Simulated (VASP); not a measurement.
The system is WS2.

```
W S
1.0
     3.18422    0.00000    0.00000
    -1.59211    2.75762    0.00000
     0.00000    0.00000   12.97828
W S
2 4
Cartesian
  0.0000 1.8384 3.2446
  1.5921 0.9192 9.7337
  0.0000 1.8384 8.1738
  1.5921 0.9192 1.6846
  0.0000 1.8384 11.2936
  1.5921 0.9192 4.8045
```

- Program: VASP 6.6.1
- Task: relaxation of cell and atoms
- Functional: PBE
- Potentials or basis: VASP PAW PBE potentials, release 64 (W_sv, S)
- Cutoff: 600 eV
- k mesh: 12 × 12 × 2
- Occupations: gaussian, width 0.02 eV
- Spin: no spin polarisation

At the start: pressure 1.8 GPa; volume 18.99 Å³/atom.

Question: How do energy, volume and symmetry change on relaxing?

Answer: Over 19 steps the energy falls by 5.8 meV/atom and the volume is 21.04 Å³/atom (+10.8 %); space group P6_3/mmc (No. 194, to 0.1 Å) before and after.

Step by step:
```csv
step,energy change (eV),largest force (eV/Å),pressure (GPa),volume (Å³)
1,0.0000,0.2037,1.76,113.96
2,0.0291,0.6071,-3.57,117.44
3,-0.0083,0.0671,-0.04,115.06
4,-0.0083,0.0616,-0.02,115.04
5,-0.0099,0.0738,0.10,115.11
6,-0.0113,0.0945,0.27,115.23
7,-0.0099,0.1332,0.65,115.46
8,-0.0115,0.1031,0.37,115.29
9,-0.0123,0.1043,0.35,115.43
10,-0.0144,0.1055,0.27,115.87
11,-0.0182,0.1073,0.13,116.75
12,-0.0242,0.1065,-0.11,118.51
13,-0.0312,0.0884,-0.45,122.05
14,-0.0311,0.0216,-0.62,129.20
15,-0.0334,0.0117,-0.46,125.60
16,-0.0344,0.0774,0.43,126.05
17,-0.0346,0.0500,0.15,125.91
18,-0.0349,0.0256,-0.03,126.38
19,-0.0350,0.0024,0.02,126.23
```

Final structure:
```yaml
crystal:
  lattice:
    - [3.18743, 0.00000, 0.00000]
    - [-1.59371, 2.76039, 0.00000]
    - [0.00000, 0.00000, 14.34717]
  atoms:
    - { symbol: W, position: [0.33333, 0.66667, 0.25000] }
    - { symbol: W, position: [0.66667, 0.33333, 0.75000] }
    - { symbol: S, position: [0.33333, 0.66667, 0.64048] }
    - { symbol: S, position: [0.66667, 0.33333, 0.14048] }
    - { symbol: S, position: [0.33333, 0.66667, 0.85952] }
    - { symbol: S, position: [0.66667, 0.33333, 0.35952] }
```

Caveat: this functional lacks dispersion, which binds the layers, so the pressure and a relaxed spacing across them are unreliable.
